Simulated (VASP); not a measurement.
## CoO: single point with PBE

CoO:

```xyz
2
Lattice="1.5055 0.8692 2.4399 -1.5055 0.8692 2.4399 0.0000 -1.7384 2.4399" Properties=species:S:1:pos:R:3 pbc="T T T"
Co    0.0000    0.0000    0.0000
O     0.0000    0.0000    3.6599
```

| Property | Result |
| --- | --- |
| Program | VASP 6.6.1 |
| Task | single point |
| Functional | PBE |
| Potentials or basis | VASP PAW PBE potentials, release 64 (Co, O) |
| Cutoff | 520 eV |
| k mesh | 9 × 9 × 9 |
| Occupations | fermi-dirac, width 0.05 eV |
| Spin | collinear spin, ferromagnetic start |
| Starting moments | [2.0, 0.0] μB |
| Fixed moment | 2 μB |
| Dipole correction | no |
| Further INCAR settings | ALGO = Normal; EDIFF = 1e-07; NBANDS = 18 |

The pressure is -7.8 GPa and the net moment is 2.00 μB per cell. The site moments are Co +1.89; O +0.08 μB. The valence electrons inside the program's atomic spheres are Co 7.86; O 4.95.

It took 46 s on 1 thread of Intel(R) Xeon(R) Platinum 8488C (Sapphire Rapids) (shared host), peak memory 0.18 GiB.

Caveat: the total moment is fixed, so each spin has its own Fermi level; a cell with one magnetic atom can't hold antiferromagnetic order, which such compounds often take.
